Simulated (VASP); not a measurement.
Runs of VASP 6.6.1 on Fe. The structure is that of space group Fm-3m (No. 225), or close to it. The cells are those of the table. This isn't the form of Fe at room conditions, which is bcc.

```csv
task,level,cell,cutoff (eV),smearing,gap on the mesh (eV),pressure (GPa),moment (μB),relaxed volume (Å³/atom)
relaxation of cell and atoms,r2SCAN+D4,"relaxed from a = 2.488 Å, angles 60.0°, 1 atom",600,fermi-dirac 0.05 eV,none,0.1,2.79,(a)
single point,r2SCAN+D4,"a = 2.572 Å, angles 60.0°, 1 atom",520,fermi-dirac 0.05 eV,none,-0.4,2.79,-
single point,r2SCAN,"a = 2.579 Å, angles 60.0°, 1 atom",520,methfessel-paxton 0.025 eV,none,-0.8,2.79,-
single point,r2SCAN,"a = 2.578 Å, angles 60.0°, 1 atom",520,fermi-dirac 0.05 eV,none,-0.4,2.79,-
relaxation of cell and atoms,r2SCAN,"relaxed from a = 2.488 Å, angles 60.0°, 1 atom",600,fermi-dirac 0.05 eV,none,0.0,2.79,12.08
```

Alike in all rows: potentials or basis VASP PAW PBE potentials, release 64 (Fe); spin collinear, ferromagnetic start; k mesh 16 × 16 × 16.

Task: Fill in the values left out.

Result: (a) 12.00.

Caveats: the PAW data sets were made with another functional, which shifts forces and pressure a little.

A gap of «none» marks levels without a gap at the run's occupations.
